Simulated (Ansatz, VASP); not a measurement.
**CdS: VASP beside Ansatz**

File POSCAR:

```
CdS
1.0
    0.0000000000      2.7936000000      3.0264000000
    2.7936000000      0.0000000000      3.0264000000
    2.7936000000      2.7936000000      0.0000000000
Cd S
1 1
Direct
    0.0000000000      0.0000000000      0.0000000000
    0.7500000000      0.7500000000      0.7500000000
```

File INCAR.step1:

```
ALGO = Normal
EDIFF = 1E-4
ENCUT = 520
GGA = PE
ISMEAR = 0
LASPH = True
LCHARG = False
LREAL = False
LWAVE = True
NBANDS = 16
NELM = 60
PREC = Accurate
SIGMA = 0.05
```

Contents of INCAR.step2:

```
ALGO = Normal
EDIFF = 1E-6
ENCUT = 520
ISIF = 2
ISMEAR = 0
ISTART = 1
LASPH = True
LCHARG = False
LMIXTAU = True
LREAL = False
LWAVE = False
METAGGA = R2SCAN
NBANDS = 16
NELM = 60
PREC = Accurate
SIGMA = 0.05
```

Contents of KPOINTS:

```
k-points
0
Gamma
  8 8 8
```

Input for Ansatz:

```yaml
crystal:
  lattice:
    - [0.0, 2.7936, 3.0264]
    - [2.7936, 0.0, 3.0264]
    - [2.7936, 2.7936, 0.0]
  atoms:
    - { symbol: Cd, position: [0.0, 0.0, 0.0] }
    - { symbol: S, position: [0.75, 0.75, 0.75] }
basis:
  ecutwfc: 500
kpoints:
  mp_grid: { grid: [8, 8, 8] }
hamiltonian:
  xc: r2scan
scf:
  occupations: { method: gaussian, width: 0.05 }
output:
  forces: true
  stress: true
  eigenvalues: true
  write_density: true
  write_potential: true
  elf: true
  volumetric_format: npy
```

Change from the starting cell: strain -0.040 along x and y, +0.040 along z, atoms carried along.

Alike in both runs: task single point; functional r2SCAN; k mesh 8 × 8 × 8; occupations gaussian, width 0.05 eV; no spin polarisation.

|  | VASP | Ansatz |
| --- | --- | --- |
| version | VASP 6.6.1 | Ansatz 0.2.0 |
| potentials or method | VASP PAW PBE potentials, release 64 (Cd, S), cutoff 520 eV | scalar-relativistic, plane waves, PAW |
| valence electrons in the cell | 18 | 26 |

```csv
,VASP,Ansatz,Ansatz less VASP
gap on the k mesh at the Fermi level (eV),1.60,1.60,-0.001
least direct gap on the mesh (eV),1.60,1.60,-0.001
pressure (GPa),5.3,4.9,-0.42
"traceless stress, the component that is largest in VASP (GPa)",-0.89,-0.92,-0.023
```

VASP's potentials were made for PBE, not for r2SCAN. VASP's potentials hold 18 valence electrons a cell and Ansatz's 26, so a difference there can come from the potentials and not from the codes.
